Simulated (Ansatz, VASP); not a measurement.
Two plane-wave programs on BeTe

```xyz
2
Lattice="0.0000 2.8286 2.7735 2.8286 0.0000 2.7735 2.8286 2.8286 0.0000" Properties=species:S:1:pos:R:3 pbc="T T T"
Be    0.0000    0.0000    0.0000
Te    1.4143    1.4143    1.3867
```

Change from the starting cell: uniaxial_z strain -1.9%.

Alike in both runs: task single point; functional PBE; k mesh 8 × 8 × 8; occupations fermi-dirac, width 0.02 eV; no spin polarisation.

```csv
,VASP,Ansatz
version,VASP 6.6.1,Ansatz 0.2.0
potentials or method,"VASP PAW PBE potentials, release 64 (Be, Te)","plane waves, PAW"
plane-wave cutoff (eV),520,420
valence electrons in the cell,8,18
```

```csv
,VASP,Ansatz,Ansatz less VASP
gap on the k mesh at the Fermi level (eV),1.80,1.82,+0.015
pressure (GPa),1.5,1.4,-0.15
"traceless stress, the component that is largest in VASP (GPa)",0.77,0.77,+0.003
```

The functional is the same, so the differences come from potentials, cutoffs and numerics. VASP's potentials hold 8 valence electrons a cell and Ansatz's 18, so a difference there can come from the potentials and not from the codes.

Spin-orbit coupling is off throughout.
